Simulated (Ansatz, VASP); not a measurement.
## Two plane-wave programs on InSb

INCAR

```
ALGO     = Normal         # electronic algorithm
EDIFF    = 1E-6           # SCF threshold, eV
ENCUT    = 520            # plane-wave cutoff, eV
GGA      = PS             # functional
ISIF     = 2              # what is computed and relaxed
ISMEAR   = 0              # smearing method
LASPH    = T              # aspherical terms in the spheres
LCHARG   = F              # write CHGCAR
LREAL    = F              # projectors in reciprocal space
LWAVE    = F              # write WAVECAR
NBANDS   = 16             # bands
NELM     = 100            # most SCF steps
PREC     = Accurate       # precision mode
SIGMA    = 0.15           # smearing width, eV
```

Contents of KPOINTS:

```
k-points
0
Gamma
  12 12 12
```

Contents of POSCAR:

```
InSb
1.0
    0.0000000000      3.2391000000      3.2391000000
    3.4820325000      0.0000000000      3.2391000000
    3.4820325000      3.2391000000      0.0000000000
In Sb
1 1
Direct
    0.0000000000      0.0000000000      0.0000000000
    0.7500000000      0.7500000000      0.7500000000
```

Input for Ansatz:

```yaml
crystal:
  lattice:
    - [0.0, 3.2391, 3.2391]
    - [3.4820325, 0.0, 3.2391]
    - [3.4820325, 3.2391, 0.0]
  atoms:
    - { symbol: In, position: [0.0, 0.0, 0.0] }
    - { symbol: Sb, position: [0.75, 0.75, 0.75] }
basis:
  ecutwfc: 420
kpoints:
  mp_grid: { grid: [12, 12, 12] }
hamiltonian:
  xc: pbesol
scf:
  occupations: { method: gaussian, width: 0.15 }
output:
  forces: true
  stress: true
  eigenvalues: true
```

Change from the starting cell: strain +0.0750 x Voigt [1, 0, 0, 0, 0, 0], atoms carried along.

Alike in both runs: task single point; functional PBEsol; k mesh 12 × 12 × 12; occupations gaussian, width 0.15 eV; no spin polarisation.

```csv
,VASP,Ansatz
version,VASP 6.6.1,Ansatz 0.2.0
potentials or method,"VASP PAW PBE potentials, release 64 (In_d, Sb), cutoff 520 eV","scalar-relativistic, plane waves, PAW"
valence electrons in the cell,18,28
```

|  | VASP | Ansatz | Ansatz less VASP |
| --- | --- | --- | --- |
| gap on the k mesh at the Fermi level (eV) | none | none | - |
| pressure (GPa) | -2.0 | -2.0 | -0.01 |
| traceless stress, the component that is largest in VASP (GPa) | -1.51 | -1.51 | +0.001 |

VASP's potentials were made for PBE, not for PBEsol. A gap of «none» marks a metal or a gap that the smearing closes. VASP's potentials hold 18 valence electrons a cell and Ansatz's 28, so a difference there can come from the potentials and not from the codes.

Neither program's run includes spin-orbit coupling.
